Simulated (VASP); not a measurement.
ReP2:

```
Re P
1.0
     4.15433    0.00000    0.00000
     0.00000    4.15433    0.00000
     0.00000    0.00000    2.93756
Re P
1 2
Cartesian
  0.0000 0.0000 0.0000
  2.0772 0.0000 1.4688
  0.0000 2.0772 1.4688
```

* Program: VASP 6.6.1
* Task: relaxation of cell and atoms
* Functional: PBE
* Potentials or basis: VASP PAW PBE potentials, release 64 (Re, P)
* Cutoff: 600 eV
* k mesh: 4 × 4 × 6
* Occupations: gaussian, width 0.1 eV
* Spin: no spin polarisation

At the start: pressure -6.2 GPa; volume 16.90 Å³/atom.

Question: How do energy, volume and symmetry change on relaxing?

Answer: Over 5 steps the energy falls by 69.3 meV/atom and the volume is 16.03 Å³/atom (-5.2 %); space group P4/mmm (No. 123, to 0.05 Å).

The path:
| step | energy change (eV) | largest force (eV/Å) | pressure (GPa) | volume (Å³) |
| --- | --- | --- | --- | --- |
| 1 | 0.0000 | 0.0000 | -6.16 | 50.70 |
| 2 | -0.1523 | 0.0000 | 8.71 | 45.97 |
| 3 | -0.1758 | 0.0000 | 3.95 | 47.18 |
| 4 | -0.1925 | 0.0000 | -2.84 | 48.68 |
| 5 | -0.2078 | 0.0000 | -0.30 | 48.08 |

Final structure:
```yaml
crystal:
  lattice:
    - [3.96035, 0.00000, 0.00000]
    - [0.00000, 3.96035, 0.00000]
    - [0.00000, 0.00000, 3.06579]
  atoms:
    - { symbol: Re, position: [0.00000, 0.00000, 0.00000] }
    - { symbol: P, position: [0.50000, 0.00000, 0.50000] }
    - { symbol: P, position: [0.00000, 0.50000, 0.50000] }
```

Caveat: the k points lie up to 0.40 Å⁻¹ apart in the final cell.
